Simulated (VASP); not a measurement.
The system is Sn.

```
Sn
1.0
     0.00000    3.24560    3.24560
     3.24560    0.00000    3.24560
     3.24560    3.24560    0.00000
Sn
2
Direct
  0.50000 0.50000 0.50000
  0.75000 0.75000 0.75000
```

This isn't the form of Sn at room conditions, which is tetragonal (white tin).

| Quantity | Value |
| --- | --- |
| Program | VASP 6.6.1 |
| Task | relaxation of cell and atoms |
| Functional | BLYP |
| Potentials or basis | VASP PAW PBE potentials, release 64 (Sn_d) |
| Cutoff | 600 eV |
| k mesh | 9 × 9 × 9 |
| Occupations | fermi-dirac, width 0.1 eV |
| Spin | no spin polarisation |

At the start: pressure 5.9 GPa; volume 34.19 Å³/atom.

Task: How do energy, volume and symmetry change on relaxing?

Result: Over 5 steps the energy falls by 86.0 meV/atom and the volume is 39.55 Å³/atom (+15.7 %); space group Fd-3m (No. 227, to 0.1 Å) before and after.

The path:
```csv
step,energy change (eV),largest force (eV/Å),pressure (GPa),volume (Å³)
1,0.0000,0.0000,5.93,68.38
2,-0.1649,0.0000,-0.84,81.67
3,-0.1719,0.0000,0.04,79.00
4,-0.1719,0.0000,-0.04,79.23
5,-0.1719,0.0000,0.02,79.10
```

Final structure:
```xyz
2
Lattice="0.0000 3.4071 3.4071 3.4071 0.0000 3.4071 3.4071 3.4071 0.0000" Properties=species:S:1:pos:R:3 pbc="T T T"
Sn    3.4071    3.4071    3.4071
Sn    5.1107    5.1107    5.1107
```

Caveat: the volume moved by over 15 % at a fixed basis, so the end points are rough; the PAW data sets were made with another functional, which shifts forces and pressure a little.
